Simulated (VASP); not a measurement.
Set up this calculation in VASP 6.6.1, as the native input.

```
Task                   : relaxation of cell and atoms
Functional             : PBE
Potentials or basis    : VASP PAW PBE potentials, release 64 (Co, Si)
Cutoff                 : 600 eV
k mesh                 : 10 × 10 × 10
Occupations            : gaussian, width 0.1 eV
Spin                   : no spin polarisation
Dipole correction      : no
Further INCAR settings : ALGO = Normal; EDIFF = 1e-07; IBRION = 2; EDIFFG = -0.01; NSW = 100; ISIF = 3
```

The structure of CoSi4 lies in POSCAR:

```
CoSi4
1.0
    4.2999515896      0.0000000000      0.0000000000
    0.0000000000      4.2999515896      0.0000000000
    0.0000000000      0.0000000000      4.2999515896
Co Si
1 4
Direct
    0.0000000000      0.0000000000      0.0000000000
    0.2897632193      0.2897632193      0.2897632193
    0.7102367807      0.7102367807      0.2897632193
    0.2897632193      0.7102367807      0.7102367807
    0.7102367807      0.2897632193      0.7102367807
```

The cell was generated, and may not be a known phase.

One way to write it, as run:

INCAR

```
PREC = Accurate ; ENCUT = 600
EDIFF = 1E-7 ; ISMEAR = 0
SIGMA = 0.1 ; LREAL = False
LASPH = True ; NELM = 100
ALGO = Normal ; ISIF = 3
LWAVE = False ; LCHARG = False
GGA = PE ; IBRION = 2
NSW = 100 ; EDIFFG = -0.01
```

KPOINTS

```
regular mesh
0
Gamma
  10 10 10
```

Potentials or basis: VASP PAW PBE potentials, release 64 (Co, Si).

Launch:

```bash
$ cat potpaw_PBE.64/Co/POTCAR potpaw_PBE.64/Si/POTCAR > POTCAR
$ mpirun -np 1 vasp_std > vasp.out
```

Results of the run:

```yaml
Relaxed_volume: 15.76 Å³/atom
Relaxed_cell: a = 4.287 Å, b = 4.287 Å, c = 4.287 Å, α = 90.00°, β = 90.00°, γ = 90.00°
Space_group_after_relaxing_to_0.1_Å: P-43m (No. 215)
Energy_gained_by_relaxing: 4.4 meV/atom
Ionic_steps: 5
Pressure_after_relaxing: -0.1 GPa
Largest_force_after_relaxing: 0.005 eV/Å
Band_gap_on_the_k_mesh: zero (an odd number of electrons rules out a gap without spin polarisation)
```

Caveat: the run has no spin polarisation, though such a crystal can be magnetic.

Run time: 7 min on 1 thread of Intel Xeon 8259CL, on a shared host, peak memory 0.27 GiB.
